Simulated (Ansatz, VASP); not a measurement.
**Two plane-wave programs on P**

```xyz
12
Lattice="-3.6423 3.6423 3.6423 3.6423 -3.6423 3.6423 3.6423 3.6423 -3.6423" Properties=species:S:1:pos:R:3 pbc="T T T"
P     1.6863    2.7973   -1.1204
P     1.1204    5.3286    0.8450
P     4.4873    2.5219    1.9560
P     2.7973    1.1204    1.9560
P     5.3286    0.8450    1.1204
P     0.8450    1.1204    5.3286
P     1.1204    1.9560    2.7973
P    -1.1204    1.6863    2.7973
P     1.9560    2.7973    1.1204
P     2.5219    1.9560    4.4873
P     2.7973   -1.1204    1.6863
P     1.9560    4.4873    2.5219
```

Alike in both runs: task relaxation of cell and atoms; functional PBE; k mesh 4 × 4 × 4; occupations gaussian, width 0.1 eV; no spin polarisation.

|  | VASP | Ansatz |
| --- | --- | --- |
| version | VASP 6.6.1 | Ansatz 0.2.0 |
| potentials or method | VASP PAW PBE potentials, release 64 (P), cutoff 600 eV | scalar-relativistic, plane waves, PAW |
| valence electrons in the cell | 60 | 60 |

|  | VASP | Ansatz | Ansatz less VASP |
| --- | --- | --- | --- |
| gap on the k mesh at the Fermi level, each at its own relaxed structure (eV) | 0.65 | 0.65 | +0.002 |
| relaxed volume (Å³/atom) | 24.67 | 23.84 | -0.833 |
| relaxed length of the cell vector where the two differ most in proportion (Å) | 7.272 | 7.190 | -0.0828 |

Noted on VASP's run: the volume moved by over 15 % at a fixed basis, so the end points are rough.
